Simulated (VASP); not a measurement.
# PtS2 (P-3m1) in VASP: relaxation of cell and atoms with PBE+D4

Aim: the relaxation of cell and atoms of PtS2 with PBE+D4.

All numbers are computed with VASP 6.6.1; they aren't measurements. Logs are shortened: lines on timing, memory, paths and dates and some standing lists are left out, and cuts for length are marked.

**1. The cell of the first run**

The structure is trigonal, space group P-3m1 (No. 164). The conventional cell has a = 3.543 Å, b = 3.543 Å, c = 5.039 Å, α = 90.00°, β = 90.00°, γ = 120.00°. Pt (site symmetry -3m) has 6 S at 2.34 Å within 3.1 Å. Within 3.1 Å of S (site symmetry 3m) lie 3 Pt at 2.34 Å and 3 S at 3.07 Å.

**2. Relaxation of cell and atoms, PBE+D4**

INCAR reads:

```
SYSTEM = PtS2
ALGO     = Normal         ! electronic algorithm
EDIFF    = 1E-7           ! SCF threshold, eV
EDIFFG   = -0.05          ! ionic threshold
ENCUT    = 570            ! plane-wave cutoff, eV
GGA      = PE             ! functional
GGA_COMPAT= .False.      
IBRION   = 2              ! ionic algorithm
ISIF     = 3              ! what is computed and relaxed
ISMEAR   = 0              ! smearing method
IVDW     = 13             ! dispersion correction
LASPH    = .True.         ! aspherical terms in the spheres
LCHARG   = .False.        ! write CHGCAR
LREAL    = .False.        ! projectors in reciprocal space
LWAVE    = .False.        ! write WAVECAR
NELM     = 120            ! most SCF steps
NELMIN   = 4            
NSW      = 100            ! ionic steps
PREC     = Accurate       ! precision mode
SIGMA    = 0.1            ! smearing width, eV
```

KPOINTS reads:

```
k-points
0
Gamma
  6 6 4
  0 0 0
```

POSCAR reads:

```
PtS2
1.0
    3.5432000000      0.0000000000      0.0000000000
   -1.7716000000      3.0685012107      0.0000000000
    0.0000000000      0.0000000000      5.0388000000
Pt S
1 2
Direct
    0.0000000000      0.0000000000      0.0000000000
    0.3333333333      0.6666666667      0.2270000000
    0.6666666667      0.3333333333      0.7730000000
```

Potentials or basis: VASP PAW PBE potentials, release 64 (Pt_sv_GW, S).

Launch:

```console
$ cat potpaw_PBE.64/Pt_sv_GW/POTCAR potpaw_PBE.64/S/POTCAR > POTCAR
$ mpirun -np 1 vasp_std > vasp.out
```

OUTCAR:

```text
SYSTEM = PtS2
   EDIFF = 1E-7
   EDIFFG = -0.05
   ENCUT = 570
   GGA = PE
   IBRION = 2
   ISIF = 3
   ISMEAR = 0
   IVDW = 13
   LASPH = .True.
   LREAL = .False.
   NELM = 120
   NELMIN = 4
   NSW = 100
   PREC = Accurate

 ion  position               nearest neighbor table
   1  0.000  0.000  0.000-   2 2.34   3 2.34   3 2.34   2 2.34   3 2.34   2 2.34
   2  0.333  0.667  0.227-   1 2.34   1 2.34   1 2.34
   3  0.667  0.333  0.773-   1 2.34   1 2.34   1 2.34

  LATTYP: Found a hexagonal cell.
 ALAT       =     3.5432000000
 C/A-ratio  =     1.4221043125

  Lattice vectors:

 A1 = (   3.5432000000,   0.0000000000,   0.0000000000)
 A2 = (  -1.7716000000,   3.0685012107,   0.0000000000)
 A3 = (   0.0000000000,   0.0000000000,   5.0388000000)

Analysis of symmetry for initial positions (statically):
=====================================================================
 Subroutine PRICEL returns:
 Original cell was already a primitive cell.

 Routine SETGRP: Setting up the symmetry group for a
 hexagonal supercell.

 Subroutine GETGRP returns: Found 12 space group operations
 (whereof 12 operations were pure point group operations)
 out of a pool of 24 trial point group operations.

The static configuration has the point symmetry D_3d.

Analysis of symmetry for dynamics (positions and initial velocities):
=====================================================================
 Subroutine PRICEL returns:
 Original cell was already a primitive cell.

 Routine SETGRP: Setting up the symmetry group for a
 hexagonal supercell.

 Subroutine GETGRP returns: Found 12 space group operations
 (whereof 12 operations were pure point group operations)
 out of a pool of 24 trial point group operations.

The dynamic configuration has the point symmetry D_3d.

 Subroutine INISYM returns: Found 12 space group operations
 (whereof 12 operations are pure point group operations),
 and found     1 'primitive' translations

----------------------------------------------------------------------------------------

                                     Primitive cell

  volume of cell :      54.7834

  direct lattice vectors                    reciprocal lattice vectors
     3.543200000  0.000000000  0.000000000     0.282230752  0.162946001  0.000000000
    -1.771600000  3.068501211  0.000000000     0.000000000  0.325892001  0.000000000
     0.000000000  0.000000000  5.038800000     0.000000000  0.000000000  0.198459951

  length of vectors
     3.543200000  3.543200000  5.038800000     0.325892001  0.325892001  0.198459951

  position of ions in fractional coordinates (direct lattice)
     0.000000000  0.000000000  0.000000000
     0.333333333  0.666666667  0.227000000
     0.666666667  0.333333333  0.773000000

  ion indices of the primitive-cell ions
   primitive index   ion index
                 1           1
                 2           2
                 3           3

----------------------------------------------------------------------------------------

 KPOINTS: k-points

Automatic generation of k-mesh.
 Grid dimensions read from file:
 generate k-points for:    6    6    4

 Generating k-lattice:

  Cartesian coordinates                     Fractional coordinates (reciprocal lattice)
     0.047038459  0.027157667  0.000000000     0.166666667 -0.000000000  0.000000000
     0.000000000  0.054315334  0.000000000     0.000000000  0.166666667  0.000000000
     0.000000000  0.000000000  0.049614988     0.000000000  0.000000000  0.250000000

  Length of vectors
     0.054315334  0.054315334  0.049614988

  Shift w.r.t. Gamma in fractional coordinates (k-lattice)
     0.000000000  0.000000000  0.000000000

 Subroutine IBZKPT returns following result:
 ===========================================

 Found     24 irreducible k-points:

 Following reciprocal coordinates:
            Coordinates               Weight
  0.000000  0.000000  0.000000      1.000000
  0.166667 -0.000000  0.000000      6.000000
  0.333333 -0.000000  0.000000      6.000000
  0.500000 -0.000000  0.000000      3.000000
  0.166667  0.166667  0.000000      6.000000
  0.333333  0.166667  0.000000     12.000000
[... 16 lines left out ...]
  0.333333  0.166667  0.500000     12.000000
  0.333333  0.333333  0.500000      2.000000
   k-points           NKPTS =     24   k-points in BZ     NKDIM =     24   number of bands    NBANDS=     19
   number of dos      NEDOS =    301   number of ions     NIONS =      3
   total plane-waves  NPLWV =  31360
   dimension x,y,z NGX =    28 NGY =   28 NGZ =   40
   dimension x,y,z NGXF=    56 NGYF=   56 NGZF=   80
   ions per type =               1   2
   NGX,Y,Z   is equivalent  to a cutoff of  13.14, 13.14, 13.20 a.u.
   NGXF,Y,Z  is equivalent  to a cutoff of  26.28, 26.28, 26.39 a.u.
 SYSTEM =  PtS2
   PREC   = accura    normal or accurate (medium, high low for compatibility)
   ISTART =      0    job   : 0-new  1-cont  2-samecut
   ICHARG =      2    charge: 1-file 2-atom 10-const
   ISPIN  =      1    spin polarized calculation?
   LNONCOLLINEAR =      F non collinear calculations
   LSORBIT =      F    spin-orbit coupling
   LASPH  =      T    aspherical Exc in radial PAW
   ENCUT  =  570.0 eV  41.89 Ry    6.47 a.u.   6.90  6.90  9.81*2*pi/ulx,y,z
   NELM   =    120;   NELMIN=  4; NELMDL= -5     # of ELM steps
   EDIFF  = 0.1E-06   stopping-criterion for ELM
   LREAL  =      F    real-space projection
   EDIFFG = -.5E-01   stopping-criterion for IOM
   NSW    =    100    number of steps for IOM
   IBRION =      2    ionic relax: 0-MD 1-quasi-New 2-CG
   NFREE  =      1    steps in history (QN), initial steepest desc. (CG)
   ISIF   =      3    stress and relaxation
   ISYM   =      2    0-nonsym 1-usesym 2-fastsym
   POTIM  = 0.5000    time-step for ionic-motion
   TEBEG  =    0.0;   TEEND  =   0.0 temperature during run
   PSTRESS=    0.0 pullay stress
   NELECT =      30.0000    total number of electrons
   NUPDOWN=      -1.0000    fix difference up-down
   EMIN   =  10.00;   EMAX   =-10.00  energy-range for DOS
   EFERMI =   0.00;   METHOD = LEGACY
   ISMEAR =     0;   SIGMA  =   0.10  broadening in eV -4-tet -1-fermi 0-gaus
   EFERMI_NEDOS =   21; number of points for ismear=-14 and -15
   IALGO  =     38    algorithm
   IMIX   =      4    mixing-type and parameters
     AMIX     =   0.40;   BMIX     =  1.00
     AMIX_MAG =   1.60;   BMIX_MAG =  1.00
  volume/ion in A,a.u.               =      18.26       123.23
  Fermi-wavevector in a.u.,A,eV,Ry     =   1.339365  2.531033 24.407466  1.793898
  Thomas-Fermi vector in A             =   2.467762
   LORBIT       =      0    0 simple, 1 ext, 2 COOP (PROOUT), +10 PAW based schemes
   GGA     = PE    functional components
   LHFCALC =     F    Hartree Fock is set to
   AEXX    =    0.0000 exact exchange contribution
   IVDW    =    13    specifies the selected vdW correction
   LEPSILON=     F    determine dielectric tensor
   LRPA    =     F    only Hartree local field effects (RPA)
 conjugate gradient relaxation of ions
 non-spin polarized calculation
 Gauss-broadening in eV      SIGMA  =   0.10
  energy-cutoff  :      570.00
  volume of cell :       54.78
 maximum number of plane-waves:      1712
   NGX = 13   NGY = 13   NGZ = 19

--------------------------------------- Ionic step        1  -------------------------------------------

 number of electron      29.9999999 magnetization

 Free energy of the ion-electron system (eV)
  ---------------------------------------------------
  ext. energy  EPLUGINS =         0.00000000
  ---------------------------------------------------
  free energy    TOTEN  =       -15.23449008 eV

  energy without entropy =      -15.23449008  energy(sigma->0) =      -15.23449008

------------------------ aborting loop because EDIFF is reached ----------------------------------------

  DFT-D4 for vdW energy calculation

  Edisp (eV):   -1.31075

  FORCE on cell =-STRESS in cart. coord.  units (eV):
  Direction    XX          YY          ZZ          XY          YZ          ZX
  --------------------------------------------------------------------------------------
  -------------------------------------------------------------------------------------
  Total       2.64365     2.64365     2.11039     0.00000     0.00000    -0.00000
  in kB      77.31517    77.31517    61.71978     0.00000     0.00000    -0.00000
  external pressure =       72.12 kB  Pullay stress =        0.00 kB

 VOLUME and BASIS-vectors are now :
 -----------------------------------------------------------------------------
  energy-cutoff  :      570.00
  volume of cell :       54.78
      direct lattice vectors                 reciprocal lattice vectors
     3.543200000  0.000000000  0.000000000     0.282230752  0.162946001  0.000000000
    -1.771600000  3.068501211  0.000000000     0.000000000  0.325892001  0.000000000
     0.000000000  0.000000000  5.038800000     0.000000000  0.000000000  0.198459951
[... 83 lines left out ...]
 POSITION                                       TOTAL-FORCE (eV/Angst)
 -----------------------------------------------------------------------------------
     -0.00000      0.00000      5.10025        -0.000000      0.000000      0.000000
     -0.00000      2.07692      1.18132        -0.000000      0.000000      0.346801
      1.79866      1.03846      3.91893         0.000000     -0.000000     -0.346801
 -----------------------------------------------------------------------------------
    total drift:                               -0.000000      0.000000      0.000000

  FREE ENERGIE OF THE ION-ELECTRON SYSTEM (eV)
  ---------------------------------------------------
  free  energy   TOTEN  =       -16.6234955218 eV

  energy  without entropy=      -16.6234955218  energy(sigma->0) =      -16.62349552

[... ionic steps 4 to 9 ...]

--------------------------------------- Ionic step       10  -------------------------------------------

 number of electron      30.0000000 magnetization

------------------------ aborting loop because EDIFF is reached ----------------------------------------

  DFT-D4 for vdW energy calculation

  Edisp (eV):   -1.41743

  FORCE on cell =-STRESS in cart. coord.  units (eV):
  Direction    XX          YY          ZZ          XY          YZ          ZX
  --------------------------------------------------------------------------------------
  -------------------------------------------------------------------------------------
  Total       0.66889     0.66889     0.63629     0.00000     0.00000     0.00000
  in kB      21.03102    21.03102    20.00605     0.00000     0.00000     0.00000
  external pressure =       20.69 kB  Pullay stress =        0.00 kB
[... 51 lines left out ...]
 POSITION                                       TOTAL-FORCE (eV/Angst)
 -----------------------------------------------------------------------------------
     -0.00000      0.00000     -0.00000         0.000000      0.000000      0.000000
     -0.00000      2.05724      1.20470        -0.000000      0.000000      0.139759
      1.78162      1.02862      3.53366         0.000000     -0.000000     -0.139759
 -----------------------------------------------------------------------------------
    total drift:                               -0.000000      0.000000     -0.000000

  FREE ENERGIE OF THE ION-ELECTRON SYSTEM (eV)
  ---------------------------------------------------
  free  energy   TOTEN  =       -16.6759026991 eV

  energy  without entropy=      -16.6754329543  energy(sigma->0) =      -16.67566783

--------------------------------------- Ionic step       12  -------------------------------------------

 number of electron      29.9999999 magnetization

 Free energy of the ion-electron system (eV)
  ---------------------------------------------------
  ext. energy  EPLUGINS =         0.00000000
  ---------------------------------------------------
  free energy    TOTEN  =       -15.29477491 eV

  energy without entropy =      -15.29367548  energy(sigma->0) =      -15.29422520

 E-fermi :   7.7151     XC(G=0): -11.1635

 val. band max:        7.6831652941   @ k =   0.0000   0.0000   0.0000
 cond. band min:       7.8414764634   @ k =   0.0000   0.3333   0.2500
 fundamental gap:      0.1583111693
 Fermi energy:         7.7151348242

 k-point     1 :       0.0000    0.0000    0.0000
  band No.  band energies     occupation
      1     -92.3375      2.00000
      2     -46.4896      2.00000
      3     -46.4896      2.00000
      4     -46.3755      2.00000
      5      -8.2122      2.00000
      6      -4.8640      2.00000
[... 11 lines left out ...]
     18      11.4054      0.00000
     19      12.7151      0.00000
[... 530 lines left out ...]
 POSITION                                       TOTAL-FORCE (eV/Angst)
 -----------------------------------------------------------------------------------
     -0.00000      0.00000      4.71262        -0.000000     -0.000000      0.000000
     -0.00000      2.06579      1.20839         0.000000      0.000000     -0.013431
      1.78903      1.03290      3.50423        -0.000000     -0.000000      0.013431
 -----------------------------------------------------------------------------------
    total drift:                               -0.000000      0.000000      0.000000

  FREE ENERGIE OF THE ION-ELECTRON SYSTEM (eV)
  ---------------------------------------------------
  free  energy   TOTEN  =       -16.6780202182 eV

  energy  without entropy=      -16.6769207786  energy(sigma->0) =      -16.67747050

 reached required accuracy - stopping structural energy minimisation
```

Run time: 4.8 min. Hardware: 1 thread of Intel Xeon Platinum 8488C (Sapphire Rapids), shared host; peak memory 0.21 GiB.

What came out:

* Free energy: -16.6780 eV
* Relaxed volume: 17.42 Å³/atom
* Relaxed cell: a = 3.578 Å, b = 3.578 Å, c = 4.713 Å, α = 90.00°, β = 90.00°, γ = 120.00°
* Space group after relaxing (to 0.1 Å): P-3m1 (No. 164)
* Energy gained by relaxing: 44.3 meV/atom
* Ionic steps: 12
* Pressure after relaxing: -0.2 GPa
* Largest force after relaxing: 0.013 eV/Å
* Band gap on the k mesh: 0.16 eV (least direct gap 1.07 eV)
* Dispersion energy per atom: -0.461 eV

Forces on the atoms (eV/Å):
```
Pt   0.000  0.000  0.000
S    0.000  0.000 -0.013
S    0.000  0.000  0.013
```

The path:
| step | energy change (eV) | largest force (eV/Å) | pressure (GPa) | volume (Å³) |
| --- | --- | --- | --- | --- |
| 1 | 0.0000 | 1.2686 | 7.21 | 54.78 |
| 2 | 0.1404 | 0.8876 | -11.71 | 61.56 |
| 3 | -0.0783 | 0.3468 | -1.24 | 57.16 |
| 4 | -0.0783 | 0.3702 | -1.08 | 57.09 |
| 5 | -0.0943 | 0.2480 | -0.75 | 56.52 |
| 6 | -0.1034 | 0.0289 | -0.20 | 55.52 |
| 7 | -0.1036 | 0.0560 | -0.26 | 55.65 |
| 8 | -0.1097 | 0.0644 | -0.15 | 55.18 |
| 9 | -0.1242 | 0.0922 | 0.39 | 53.79 |
| 10 | -0.1270 | 0.1527 | 2.07 | 50.96 |
| 11 | -0.1307 | 0.1398 | 1.38 | 52.10 |
| 12 | -0.1328 | 0.0134 | -0.23 | 52.25 |

Final structure:
```cif
data_structure
_symmetry_space_group_name_H-M 'P 1'
_symmetry_Int_Tables_number 1
_cell_length_a 3.5781
_cell_length_b 3.5781
_cell_length_c 4.7126
_cell_angle_alpha 90.000
_cell_angle_beta 90.000
_cell_angle_gamma 120.000
_cell_volume 52.25
loop_
_atom_site_label
_atom_site_type_symbol
_atom_site_fract_x
_atom_site_fract_y
_atom_site_fract_z
_atom_site_occupancy
Pt1 Pt 0.00000 0.00000 0.00000 1
S1 S 0.33333 0.66667 0.25642 1
S2 S 0.66667 0.33333 0.74358 1
```

Caveat: spin-orbit coupling is left out, which moves the levels of the heavy elements.
